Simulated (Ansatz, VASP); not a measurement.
Two plane-wave programs on AlO

File INCAR:

```
SYSTEM = AlO
PREC = Accurate
ENCUT = 520
EDIFF = 1E-6
ISMEAR = 0
SIGMA = 0.1
LREAL = .FALSE.
LASPH = .TRUE.
NELM = 150
ALGO = Normal
ISIF = 2
LWAVE = .FALSE.
LCHARG = .FALSE.
ISPIN = 2
MAGMOM = 0 0 1 1
LORBIT = 11
GGA = PE
NBANDS = 21
```

File KPOINTS:

```
Automatic mesh
0
G
  6 6 2
  0 0 0
```

File POSCAR:

```
AlO
1.0
    2.5028996300      0.0000000000      0.0000000000
   -1.2514498100      2.1675746600      0.0000000000
    0.0000000000      0.0000000000      8.0092788100
Al O
2 2
Direct
    0.0000000000      0.0000000000      0.7500000000
    0.0000000000      0.0000000000      0.2500000000
    0.3333333300      0.6666666700      0.8700000000
    0.6666666700      0.3333333300      0.1300000000
```

Input for Ansatz:

```yaml
crystal:
  lattice:
    - [2.50289963, 0.0, 0.0]
    - [-1.25144981, 2.16757466, 0.0]
    - [0.0, 0.0, 8.00927881]
  atoms:
    - { symbol: Al, position: [0.0, 0.0, 0.75] }
    - { symbol: Al, position: [0.0, 0.0, 0.25] }
    - { symbol: O, position: [0.33333333, 0.66666667, 0.87], spin: 1.0 }
    - { symbol: O, position: [0.66666667, 0.33333333, 0.13], spin: 1.0 }
basis:
  ecutwfc: 420
kpoints:
  mp_grid: { grid: [6, 6, 2] }
hamiltonian:
  xc: pbe
scf:
  occupations: { method: gaussian, width: 0.1 }
  lower_state_search: "off"
output:
  forces: true
  stress: true
  eigenvalues: true
  populations: true
magnetization:
  spin_polarized: true
```

Change from the starting cell: ordered vacancies on the anion sites of cadmium iodide (P-3m1, No. 164).

Alike in both runs: task single point; functional PBE; k mesh 6 × 6 × 2; occupations gaussian, width 0.1 eV; collinear spin.

|  | VASP | Ansatz |
| --- | --- | --- |
| version | VASP 6.6.1 | Ansatz 0.2.0 |
| potentials or method | VASP PAW PBE potentials, release 64 (Al, O), cutoff 520 eV | scalar-relativistic, plane waves, PAW |
| valence electrons in the cell | 18 | 18 |

```csv
,VASP,Ansatz,Ansatz less VASP
gap on the k mesh at the Fermi level (eV),none,none,-
rms of the force components (eV/Å),0.659,0.697,+0.0377
net moment per atom (μB),0.09,0.09,+0.001
```

Atom by atom the forces differ by 0.045 eV/Å (rms over components). A gap of «none» marks a metal or a gap that the smearing closes.

The k mesh is coarse, so the values compare programs but aren't converged.
